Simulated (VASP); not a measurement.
Input of a VASP 6.6.1 run:

The input INCAR:

```
PREC = Accurate
ENCUT = 500
EDIFF = 1E-6
ISMEAR = -1
SIGMA = 0.05
LREAL = Auto
LASPH = T
NELM = 120
ALGO = Normal
ISIF = 2
LWAVE = F
LCHARG = F
GGA = PS
NBANDS = 326
ISYM = -1
GGA_COMPAT = F
```

KPOINTS

```
explicit points
1
Reciprocal
  0.25000000   0.25000000   0.25000000 1
```

The input POSCAR:

```
Ga8As7P
1.0
   11.2613783169      0.0000000000      0.0000000000
    0.0000000000     11.2613783169      0.0000000000
    0.0000000000      0.0000000000     11.2613783169
Ga As P
32 28 4
Direct
    0.9994390000      0.0003950000      0.9999110000
    0.0026090000      0.0031590000      0.5034970000
    0.9997270000      0.4994770000      0.9987800000
    0.9960370000      0.4969540000      0.5031070000
    0.4993870000      0.9994550000      0.9991730000
    0.5035320000      0.9969940000      0.4968250000
    0.5007380000      0.5005230000      0.9997850000
    0.5030360000      0.5030230000      0.5035490000
    0.2495730000      0.2500100000      0.9995530000
    0.2474860000      0.2465420000      0.5034570000
    0.2511780000      0.7504540000      0.9994740000
    0.2498450000      0.7495200000      0.5002070000
    0.7503860000      0.2499000000      0.9994050000
    0.7534620000      0.2532590000      0.5033750000
    0.7502180000      0.7493880000      0.9996550000
    0.7440350000      0.7500500000      0.5001120000
    0.2502630000      0.9998150000      0.2503210000
    0.2471140000      0.0030990000      0.7462190000
    0.2506250000      0.4999250000      0.2517190000
    0.2499530000      0.4995730000      0.7502340000
    0.7473580000      0.9965740000      0.2549320000
    0.7500630000      0.9996720000      0.7498710000
    0.7501390000      0.4998060000      0.2502360000
    0.7505290000      0.4998250000      0.7428350000
    0.9997100000      0.2493570000      0.2504160000
    0.9991910000      0.2503200000      0.7433730000
    0.9997020000      0.7498330000      0.2516750000
    0.9994290000      0.7497620000      0.7495630000
    0.5001890000      0.2502500000      0.2515330000
    0.5000420000      0.2493480000      0.7495860000
    0.5035410000      0.7533350000      0.2536760000
    0.5036670000      0.7464680000      0.7463210000
    0.1249520000      0.1246920000      0.1251650000
    0.1250590000      0.6248220000      0.1250340000
    0.1240330000      0.6237270000      0.6247910000
    0.6251360000      0.1237120000      0.1260210000
    0.6258890000      0.1248250000      0.6239090000
    0.6251000000      0.6258290000      0.1261890000
    0.3752250000      0.3749850000      0.1250220000
    0.3750660000      0.3748470000      0.6248070000
    0.3760970000      0.8747110000      0.1261990000
    0.3761100000      0.8748940000      0.6241000000
    0.8750560000      0.3747450000      0.1250100000
    0.8740650000      0.8748770000      0.1261610000
    0.8740830000      0.8747020000      0.6238050000
    0.3750490000      0.1240080000      0.3763020000
    0.3738910000      0.1246780000      0.8738490000
    0.3770080000      0.6258810000      0.3761620000
    0.3760810000      0.6249810000      0.8735710000
    0.8748060000      0.1249490000      0.3769260000
    0.8758040000      0.1258230000      0.8728330000
    0.8730460000      0.6248710000      0.3770520000
    0.8737390000      0.6237160000      0.8729330000
    0.1240770000      0.3739310000      0.3771790000
    0.1236540000      0.3735260000      0.8728840000
    0.1248550000      0.8759220000      0.3764200000
    0.1248840000      0.8758530000      0.8738160000
    0.6258630000      0.3758770000      0.3771310000
    0.6260480000      0.3758220000      0.8727580000
    0.6248300000      0.8738170000      0.8740290000
    0.1237880000      0.1258720000      0.6251040000
    0.6262640000      0.6247870000      0.6239150000
    0.8748830000      0.3748780000      0.6248070000
    0.6250980000      0.8739650000      0.3763880000
```

Potentials or basis: VASP PAW PBE potentials, release 64 (Ga_d, As, P).

Launch:

```sh
$ cat potpaw_PBE.64/Ga_d/POTCAR potpaw_PBE.64/As/POTCAR potpaw_PBE.64/P/POTCAR > POTCAR
$ mpirun -np 1 vasp_std > vasp.out
```

(1) Estimate the largest force.

(2) What does it give for the pressure?

(3) Predict the band gap on the k mesh.

Results:

(1) 0.036 eV/Å.

(2) 0.1 GPa.

(3) 1.32 eV.

Caveat: the PAW data sets were made with another functional, which shifts forces and pressure a little; a shifted mesh leaves out Γ, where band edges can lie.
